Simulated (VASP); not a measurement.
Runs of VASP 6.6.1 on Y. The structure is hexagonal, space group P6_3/mmc (No. 194). Conventional cell: a = 3.539 Å, b = 3.539 Å, c = 5.525 Å, α = 90.00°, β = 90.00°, γ = 120.00°. Within 4.5 Å of Y (site symmetry -6m2) lie 12 Y at 3.44 to 3.54 Å. 

```tsv
k mesh	smearing	gap on the mesh (eV)	pressure (GPa)
10 × 10 × 6	fermi-dirac 0.1 eV	none	-0.1
8 × 8 × 5	fermi-dirac 0.1 eV	none	-0.1
10 × 10 × 6	fermi-dirac 0.2 eV	none	(a)
4 × 4 × 2	fermi-dirac 0.1 eV	none	0.5
10 × 10 × 6	fermi-dirac 0.03 eV	none	-0.2
```

Alike in all rows: task single point; level LDA; potentials or basis VASP PAW LDA potentials, release 64 (Y_sv); no spin polarisation; cell as given; cutoff (eV) 520.

Estimate the missing entries.

(a) 0.2.

Caveats: some runs use coarse meshes.

A k mesh can miss the band edges, and the runs leave out spin-orbit coupling on Y.

A gap of «none» marks levels without a gap at the run's occupations.
